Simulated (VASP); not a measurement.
Crystal: SiF.

```
Si F
1.0
     1.56634    0.90433    2.58069
    -1.56634    0.90433    2.58069
     0.00000   -1.80866    2.58069
Si F
1 1
Direct
  0.50000 0.50000 0.50000
  0.00000 0.00000 0.00000
```

```yaml
Program: VASP 6.6.1
Task: relaxation of cell and atoms
Functional: PBE
Potentials_or_basis: VASP PAW PBE potentials, release 64 (Si, F_h)
Cutoff: 1350 eV
k_mesh: 6 × 6 × 6
Occupations: gaussian, width 0.1 eV
Spin: no spin polarisation
```

At the start: pressure 54.3 GPa; volume 10.97 Å³/atom.

Q: Where does the relaxation end?

A: Over 30 steps the energy falls by 1105.1 meV/atom and the volume is 11.85 Å³/atom (+8.1 %); space group Fm-3m (No. 225, to 0.1 Å) before, R-3m (No. 166, to 0.1 Å).

Step by step:
```csv
step,energy change (eV),largest force (eV/Å),pressure (GPa),volume (Å³)
1,0.0000,0.0000,54.32,21.93
2,-1.1068,0.0000,-6.27,35.98
3,-1.1971,0.0000,0.86,31.36
4,-1.1982,0.0000,-0.18,31.85
5,-1.1981,0.0000,0.28,31.63
6,-1.2006,0.0000,0.26,31.63
7,-1.2128,0.0000,0.15,31.61
8,-1.2527,0.0000,-0.22,31.55
9,-1.4011,0.0000,-1.68,31.29
10,-1.7822,0.0000,-7.78,30.23
11,-1.3164,0.0000,-21.96,26.38
12,-1.8992,0.0000,-10.74,29.70
13,-1.9500,0.0000,-13.08,29.24
14,-1.9437,0.0000,-12.66,29.33
15,-1.9439,0.0000,-12.70,29.33
16,-1.9443,0.0000,-12.81,29.32
17,-1.9450,0.0000,-13.03,29.31
18,-1.9455,0.0000,-13.46,29.28
19,-1.9465,0.0000,-13.45,29.27
20,-1.9493,0.0000,-13.41,29.23
21,-1.9549,0.0000,-13.35,29.16
22,-1.9660,0.0000,-13.22,29.02
23,-1.9876,0.0000,-12.93,28.73
24,-2.0281,0.0000,-12.30,28.15
25,-2.0969,0.0000,-10.78,27.02
26,-2.1722,0.0000,-6.46,24.82
27,-2.1751,0.0000,-5.15,24.28
28,-2.1954,0.0000,-3.38,24.08
29,-2.2098,0.0000,-0.52,23.76
30,-2.2102,0.0000,0.03,23.70
```

Final structure:
```
Si F
1.0
     1.33933    0.77326    3.81448
    -1.33933    0.77326    3.81448
     0.00000   -1.54652    3.81448
Si F
1 1
Direct
  0.50000 0.50000 0.50000
  0.00000 0.00000 0.00000
```

Caveat: the k points lie up to 0.46 Å⁻¹ apart in the final cell, too coarse for converged energies and pressures of a metal; a cell axis changed by over 15 % at a fixed basis, so the end point is rough; an odd number of electrons without spin polarisation forces a metal; a magnetic or distorted state may lie lower.
